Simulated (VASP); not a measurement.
Crystal: GaAs.

```
Ga As
1.0
     0.00000    2.83309    2.83309
     2.76226    0.00000    2.83309
     2.76226    2.83309    0.00000
Ga As
1 1
Direct
  0.00000 0.00000 0.00000
  0.25000 0.25000 0.25000
```

This cell differs from its parent crystal: uniaxial x strain -2.5%.

Base run:

- Program: VASP 6.6.1
- Functional: r2SCAN
- Potentials or basis: VASP PAW PBE potentials, release 64 (Ga_d, As)
- Cutoff: 520 eV
- k mesh: 8 × 8 × 8
- Occupations: gaussian, width 0.01 eV
- Spin: no spin polarisation

Its results: band gap on the k mesh 1.04 eV, direct; pressure 2.1 GPa.

Task: The run is repeated on the same cell with these changes: functional from r2SCAN to PBE; k mesh from 8 × 8 × 8 to 4 × 4 × 4. What comes out?

Result: Band gap on the k mesh 0.55 eV, direct; pressure 5.2 GPa.

Several settings changed at once, so the effect can't be laid on one alone.

Caveats: some runs use coarse meshes; the PAW data sets were made with another functional, which shifts forces and pressure a little (some runs).

A k mesh can miss the band edges.
